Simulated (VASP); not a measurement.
# LiTmH4 (Amm2) in VASP: relaxation of cell and atoms with PBE

Aim: the relaxation of cell and atoms of LiTmH4 with PBE.

All numbers are computed with VASP 6.6.1; they aren't measurements. Logs are shortened: lines on timing, memory, paths and dates and some standing lists are left out, and cuts for length are marked.

## 1. The cell of the first run

It takes space group Amm2 (No. 38, orthorhombic). Conventional cell: a = 4.640 Å, b = 4.946 Å, c = 6.754 Å, α = 90.00°, β = 90.00°, γ = 90.00°. Li (site symmetry mm2) has 4 H at 1.47 Å within 2.0 Å. Within 2.5 Å of Tm (site symmetry mm2) lie 4 H at 1.90 Å and 1 Li at 2.44 Å. H (site symmetry 1) has 1 Li at 1.47 Å and 1 Tm at 1.90 Å and 2 H at 2.03 to 2.07 Å within 2.1 Å.

The cell was generated, and may not be a known phase.

## 2. Relaxation of cell and atoms, PBE

Input file INCAR:

```
PREC = Accurate
ENCUT = 750
EDIFF = 1E-7
ISMEAR = 0
SIGMA = 0.15
LREAL = False
LASPH = True
NELM = 200
ALGO = Normal
ISIF = 3
LWAVE = False
LCHARG = False
GGA = PE
IBRION = 2
NSW = 36
EDIFFG = -0.08
GGA_COMPAT = False
NELMIN = 4
LMAXMIX = 6
```

Input file KPOINTS:

```
regular mesh
0
Gamma
  3 3 3
```

Input file POSCAR:

```
LiTmH4
1.0
    4.6401833300      0.0000000000      0.0000000000
    0.0000000000      2.4732380700      3.3767742700
    0.0000000000     -2.4732380700      3.3767742700
Li Tm H
1 1 4
Direct
    0.0000000000      0.1520064400      0.1520064400
    0.0000000000      0.5137443900      0.5137443900
    0.7813179300      0.9083751800      0.3264910700
    0.2186820700      0.3264910700      0.9083751800
    0.7813179300      0.3264910700      0.9083751800
    0.2186820700      0.9083751800      0.3264910700
```

Potentials or basis: VASP PAW PBE potentials, release 64 (Li_sv, Tm_3, H), 4f in core.

On the command line:

```bash
$ cat potpaw_PBE.64/Li_sv/POTCAR potpaw_PBE.64/Tm_3/POTCAR potpaw_PBE.64/H/POTCAR > POTCAR
$ mpirun -np 1 vasp_std > vasp.out
```

OUTCAR:

```text
PREC = Accurate
   ENCUT = 750
   EDIFF = 1E-7
   ISMEAR = 0
   LREAL = False
   LASPH = True
   NELM = 200
   ISIF = 3
   GGA = PE
   IBRION = 2
   NSW = 36
   EDIFFG = -0.08
   NELMIN = 4

 ion  position               nearest neighbor table
   1  0.000  0.152  0.152-   3 1.47   4 1.47   5 1.47   6 1.47   2 2.44   2 2.64   2 2.64
   2  0.000  0.514  0.514-   3 1.90   4 1.90   5 1.90   6 1.90   1 2.44   1 2.64   1 2.64
   3  0.781  0.908  0.326-   1 1.47   2 1.90
   4  0.219  0.326  0.908-   1 1.47   2 1.90
   5  0.781  0.326  0.908-   1 1.47   2 1.90
   6  0.219  0.908  0.326-   1 1.47   2 1.90

  LATTYP: Found a base centered orthorhombic cell.
 ALAT       =     4.9464761400
 B/A-ratio  =     1.3653252030
 C/A-ratio  =     0.9380785834

  Lattice vectors:

 A1 = (   0.0000000000,   2.4732380700,  -3.3767742700)
 A2 = (   0.0000000000,   2.4732380700,   3.3767742700)
 A3 = (   4.6401833300,   0.0000000000,   0.0000000000)

Analysis of symmetry for initial positions (statically):
=====================================================================
 Subroutine PRICEL returns:
 Original cell was already a primitive cell.

 Routine SETGRP: Setting up the symmetry group for a
 base centered orthorhombic supercell.

 Subroutine GETGRP returns: Found  4 space group operations
 (whereof  4 operations were pure point group operations)
 out of a pool of  8 trial point group operations.

The static configuration has the point symmetry C_2v.

Analysis of symmetry for dynamics (positions and initial velocities):
=====================================================================
 Subroutine PRICEL returns:
 Original cell was already a primitive cell.

 Routine SETGRP: Setting up the symmetry group for a
 base centered orthorhombic supercell.

 Subroutine GETGRP returns: Found  4 space group operations
 (whereof  4 operations were pure point group operations)
 out of a pool of  8 trial point group operations.

The dynamic configuration has the point symmetry C_2v.

 Subroutine INISYM returns: Found  4 space group operations
 (whereof  4 operations are pure point group operations),
 and found     1 'primitive' translations

----------------------------------------------------------------------------------------

                                     Primitive cell

  volume of cell :      77.5056

  direct lattice vectors                    reciprocal lattice vectors
     4.640183330  0.000000000  0.000000000     0.215508726  0.000000000  0.000000000
     0.000000000  2.473238070  3.376774270     0.000000000  0.202164121  0.148070306
     0.000000000 -2.473238070  3.376774270     0.000000000 -0.202164121  0.148070306

  length of vectors
     4.640183330  4.185631496  4.185631496     0.215508726  0.250589599  0.250589599

  position of ions in fractional coordinates (direct lattice)
     0.000000000  0.152006440  0.152006440
     0.000000000  0.513744390  0.513744390
     0.781317930  0.908375180  0.326491070
     0.218682070  0.326491070  0.908375180
     0.781317930  0.326491070  0.908375180
     0.218682070  0.908375180  0.326491070

  ion indices of the primitive-cell ions
   primitive index   ion index
                 1           1
                 2           2
                 3           3
                 4           4
                 5           5
                 6           6

----------------------------------------------------------------------------------------

 KPOINTS: regular mesh

Automatic generation of k-mesh.
 Grid dimensions read from file:
 generate k-points for:    3    3    3

 Generating k-lattice:

  Cartesian coordinates                     Fractional coordinates (reciprocal lattice)
     0.071836242  0.000000000  0.000000000     0.333333333  0.000000000  0.000000000
     0.000000000  0.067388040  0.049356769     0.000000000  0.333333333  0.000000000
     0.000000000 -0.067388040  0.049356769     0.000000000  0.000000000  0.333333333

  Length of vectors
     0.071836242  0.083529866  0.083529866

  Shift w.r.t. Gamma in fractional coordinates (k-lattice)
     0.000000000  0.000000000  0.000000000

 Subroutine IBZKPT returns following result:
 ===========================================

 Found      8 irreducible k-points:

 Following reciprocal coordinates:
            Coordinates               Weight
  0.000000  0.000000  0.000000      1.000000
  0.333333  0.000000  0.000000      2.000000
  0.000000  0.333333 -0.000000      4.000000
  0.333333  0.333333 -0.000000      8.000000
  0.000000  0.333333  0.333333      2.000000
  0.333333  0.333333  0.333333      4.000000
  0.000000 -0.333333  0.333333      2.000000
  0.333333 -0.333333  0.333333      4.000000
   k-points           NKPTS =      8   k-points in BZ     NKDIM =      8   number of bands    NBANDS=     12
   number of dos      NEDOS =    301   number of ions     NIONS =      6
   total plane-waves  NPLWV =  67200
   dimension x,y,z NGX =    42 NGY =   40 NGZ =   40
   dimension x,y,z NGXF=    84 NGYF=   80 NGZF=   80
   ions per type =               1   1   4
   NGX,Y,Z   is equivalent  to a cutoff of  15.05, 15.89, 15.89 a.u.
   NGXF,Y,Z  is equivalent  to a cutoff of  30.10, 31.77, 31.77 a.u.
 SYSTEM =  unknown system
   PREC   = accura    normal or accurate (medium, high low for compatibility)
   ISTART =      0    job   : 0-new  1-cont  2-samecut
   ICHARG =      2    charge: 1-file 2-atom 10-const
   ISPIN  =      1    spin polarized calculation?
   LNONCOLLINEAR =      F non collinear calculations
   LSORBIT =      F    spin-orbit coupling
   LASPH  =      T    aspherical Exc in radial PAW
   ENCUT  =  750.0 eV  55.12 Ry    7.42 a.u.  10.36  9.35  9.35*2*pi/ulx,y,z
   NELM   =    200;   NELMIN=  4; NELMDL= -5     # of ELM steps
   EDIFF  = 0.1E-06   stopping-criterion for ELM
   LREAL  =      F    real-space projection
   EDIFFG = -.8E-01   stopping-criterion for IOM
   NSW    =     36    number of steps for IOM
   IBRION =      2    ionic relax: 0-MD 1-quasi-New 2-CG
   NFREE  =      1    steps in history (QN), initial steepest desc. (CG)
   ISIF   =      3    stress and relaxation
   ISYM   =      2    0-nonsym 1-usesym 2-fastsym
   POTIM  = 0.5000    time-step for ionic-motion
   TEBEG  =    0.0;   TEEND  =   0.0 temperature during run
   PSTRESS=    0.0 pullay stress
   NELECT =      16.0000    total number of electrons
   NUPDOWN=      -1.0000    fix difference up-down
   EMIN   =  10.00;   EMAX   =-10.00  energy-range for DOS
   EFERMI =   0.00;   METHOD = LEGACY
   ISMEAR =     0;   SIGMA  =   0.15  broadening in eV -4-tet -1-fermi 0-gaus
   EFERMI_NEDOS =   21; number of points for ismear=-14 and -15
   IALGO  =     38    algorithm
   IMIX   =      4    mixing-type and parameters
     AMIX     =   0.40;   BMIX     =  1.00
     AMIX_MAG =   1.60;   BMIX_MAG =  1.00
  volume/ion in A,a.u.               =      12.92        87.17
  Fermi-wavevector in a.u.,A,eV,Ry     =   0.967543  1.828392 12.736962  0.936140
  Thomas-Fermi vector in A             =   2.097438
   LORBIT       =      0    0 simple, 1 ext, 2 COOP (PROOUT), +10 PAW based schemes
   GGA     = PE    functional components
   LHFCALC =     F    Hartree Fock is set to
   AEXX    =    0.0000 exact exchange contribution
   IVDW    =     0    specifies the selected vdW correction
   LEPSILON=     F    determine dielectric tensor
   LRPA    =     F    only Hartree local field effects (RPA)
 conjugate gradient relaxation of ions
 non-spin polarized calculation
 Gauss-broadening in eV      SIGMA  =   0.15
  energy-cutoff  :      750.00
  volume of cell :       77.51
 maximum number of plane-waves:      3624
 NGX is ok and might be reduce to    42
   NGX = 21   NGY = 19   NGZ = 19

--------------------------------------- Ionic step        1  -------------------------------------------

 number of electron      16.0000000 magnetization

 Free energy of the ion-electron system (eV)
  ---------------------------------------------------
  ext. energy  EPLUGINS =         0.00000000
  ---------------------------------------------------
  free energy    TOTEN  =       -16.98190605 eV

  energy without entropy =      -16.97468017  energy(sigma->0) =      -16.97829311

------------------------ aborting loop because EDIFF is reached ----------------------------------------

  FORCE on cell =-STRESS in cart. coord.  units (eV):
  Direction    XX          YY          ZZ          XY          YZ          ZX
  --------------------------------------------------------------------------------------
  -------------------------------------------------------------------------------------
  Total        7.7423027     10.9745123      2.0435639      0.0000000      0.0000000      0.0000000
  in kB      160.0470384    226.8625050     42.2440656      0.0000000      0.0000000      0.0000000
  external PRESSURE =     143.0512030 kB  Pullay stress =       0.0000000 kB
[... 101 lines left out ...]
  FREE ENERGIE OF THE ION-ELECTRON SYSTEM (eV)
  ---------------------------------------------------
  free  energy   TOTEN  =       -18.3152037624 eV

  energy  without entropy=      -18.3151868776  energy(sigma->0) =      -18.31519532

 E-fermi :  -0.3392     XC(G=0):  -7.2501

 val. band max:       -0.8613177120   @ k =   0.0000   0.0000   0.0000
 cond. band min:       0.1949747417   @ k =   0.0000   0.3333   0.3333
 fundamental gap:      1.0562924537
 Fermi energy:        -0.3392148251

 k-point     1 :       0.0000    0.0000    0.0000
  band No.  band energies     occupation
      1     -46.7271      2.00000
      2     -25.9713      2.00000
      3     -25.7830      2.00000
      4     -25.7748      2.00000
      5      -6.2712      2.00000
      6      -3.8378      2.00000
      7      -1.8677      2.00000
      8      -0.8613      2.00000
      9       1.0552      0.00000
     10       2.4974      0.00000
     11       2.7440      0.00000
     12       3.0955      0.00000
[... 91 lines left out ...]
 k-point     8 :       0.3333   -0.3333    0.3333
  band No.  band energies     occupation
      1     -46.7271      2.00000
      2     -26.0039      2.00000
      3     -25.8020      2.00000
      4     -25.7799      2.00000
      5      -4.3441      2.00000
      6      -3.7913      2.00000
      7      -2.8425      2.00000
      8      -2.0753      2.00000
      9       0.5088      0.00000
     10       2.0395      0.00000
     11       3.0115      0.00000
     12       3.5314      0.00000

[... ionic steps 4 to 16 ...]

--------------------------------------- Ionic step       17  -------------------------------------------

 number of electron      16.0000002 magnetization

------------------------ aborting loop because EDIFF is reached ----------------------------------------
[... 75 lines left out ...]
--------------------------------------- Ionic step       19  -------------------------------------------

 number of electron      16.0000003 magnetization

 Free energy of the ion-electron system (eV)
  ---------------------------------------------------
  ext. energy  EPLUGINS =         0.00000000
  ---------------------------------------------------
  free energy    TOTEN  =       -20.30029995 eV

  energy without entropy =      -20.27150531  energy(sigma->0) =      -20.28590263

 E-fermi :   0.3105     XC(G=0):  -7.7382

 val. band max:       -0.6818795925   @ k =   0.0000   0.3333  -0.0000
 cond. band min:       0.3293095392   @ k =   0.0000  -0.3333   0.3333
 fundamental gap:      1.0111891317
 Fermi energy:         0.3105337634

 k-point     1 :       0.0000    0.0000    0.0000
  band No.  band energies     occupation
      1     -46.7460      2.00000
      2     -25.3043      2.00000
      3     -25.2502      2.00000
      4     -25.2449      2.00000
      5      -6.7267      2.00000
      6      -3.9195      2.00000
      7      -2.5768      2.00000
      8       0.7567      0.00003
      9       1.1107      0.00000
     10       3.2276      0.00000
     11       3.2316      0.00000
     12       3.9407      0.00000
[... 136 lines left out ...]
  FREE ENERGIE OF THE ION-ELECTRON SYSTEM (eV)
  ---------------------------------------------------
  free  energy   TOTEN  =       -20.3002999542 eV

  energy  without entropy=      -20.2715053146  energy(sigma->0) =      -20.28590263

 reached required accuracy - stopping structural energy minimisation
```

Run time: 2.7 min. Hardware: 1 thread of Intel Xeon 6975P-C (Granite Rapids), shared host; peak memory 0.28 GiB.

Results:

| Item | Value |
| --- | --- |
| Free energy | -20.3003 eV |
| Relaxed volume | 12.91 Å³/atom |
| Relaxed cell | a = 5.187 Å, b = 3.865 Å, c = 3.865 Å, α = 89.82°, β = 90.00°, γ = 90.00° |
| Space group after relaxing (to 0.1 Å) | P4/mmm (No. 123) |
| Energy gained by relaxing | 553.1 meV/atom |
| Ionic steps | 19 |
| Pressure after relaxing | 0.0 GPa |
| Largest force after relaxing | 0.064 eV/Å |
| Band gap on the k mesh | zero (bands 8 and 9 overlap by 0.43 eV) |

Forces on the atoms (eV/Å):
```
Li   0.000  0.000 -0.055
Tm   0.000  0.000 -0.039
H    0.052  0.029  0.023
H   -0.052 -0.029  0.023
H    0.052 -0.029  0.023
H   -0.052  0.029  0.023
```

The path:
```csv
step,energy change (eV),largest force (eV/Å),pressure (GPa),volume (Å³)
1,0.0000,2.2385,14.31,77.51
2,-1.3049,2.0049,0.96,91.07
3,-1.3333,2.1575,-0.68,93.88
4,-1.7300,1.5837,-1.02,96.07
5,-2.0405,0.5800,-1.46,100.22
6,-2.2104,0.6183,-1.04,97.63
7,-2.3829,1.1739,0.41,89.92
8,-2.4763,0.8879,-0.23,88.62
9,-2.6720,0.5615,-1.54,84.66
10,-2.7207,1.1420,-0.40,76.55
11,-2.7387,0.7708,-1.56,81.33
12,-3.0488,0.7313,-0.51,78.09
13,-3.2000,0.7133,4.19,72.16
14,-3.2291,0.6331,2.18,74.08
15,-3.2305,0.6155,2.55,73.67
16,-3.3035,0.2514,0.98,75.88
17,-3.3152,0.0925,0.01,77.33
18,-3.3152,0.0888,0.05,77.26
19,-3.3184,0.0636,-0.03,77.47
```

Final structure:
```yaml
crystal:
  lattice:
    - [5.18679, 0.00000, 0.00000]
    - [0.00000, 2.72857, 2.73694]
    - [0.00000, -2.72857, 2.73694]
  atoms:
    - { symbol: Li, position: [0.00000, 0.94406, 0.94406] }
    - { symbol: Tm, position: [0.00000, 0.44072, 0.44072] }
    - { symbol: H, position: [0.79087, 0.93743, 0.43792] }
    - { symbol: H, position: [0.20913, 0.43792, 0.93743] }
    - { symbol: H, position: [0.79087, 0.43792, 0.93743] }
    - { symbol: H, position: [0.20913, 0.93743, 0.43792] }
```

Caveat: the k points lie up to 0.54 Å⁻¹ apart in the final cell; spin-orbit coupling is left out, which moves the levels of the heavy elements; the 4f electrons are frozen in the core, so they carry no moment and show no levels; the relaxation stopped at a loose force limit of 0.08 eV/Å, so its end isn't a converged minimum. Spin polarisation is off, so any magnetic state and its effect on volume and gap are missing.

The gap in the log of VASP goes by the Fermi energy; the results here count the filled bands.